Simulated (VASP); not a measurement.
A run of VASP 6.6.1 is set up as follows.

Contents of INCAR:

```
  PREC = Accurate
  ENCUT = 500
  EDIFF = 1E-6
  ISMEAR = 0
  SIGMA = 0.1
  LREAL = F
  LASPH = T
  NELM = 120
  ALGO = Normal
  ISIF = 2
  LWAVE = F
  LCHARG = F
  GGA = PE
  NBANDS = 11
  GGA_COMPAT = F
```

KPOINTS

```
regular mesh
0
Gamma
  4 4 4
```

File POSCAR:

```
Ca
1.0
    3.4886563400      0.0000000000      0.0000000000
    0.0000000000      3.4886563400      0.0000000000
    0.0000000000      0.0000000000      3.4886563400
Ca
1
Direct
    0.0000000000      0.0000000000      0.0000000000
```

Potentials or basis: VASP PAW PBE potentials, release 64 (Ca_sv).

Launch:

```sh
$ cat potpaw_PBE.64/Ca_sv/POTCAR > POTCAR
$ mpirun -np 1 vasp_std > vasp.out
```

(1) What does it give for the band gap on the k mesh?

(2) Predict the pressure.

Results:

(1) zero (bands 5 and 6 overlap by 1.19 eV).

(2) 1.3 GPa.

Caveat: the k points lie up to 0.45 Å⁻¹ apart, too coarse for converged energies and pressures of a metal.
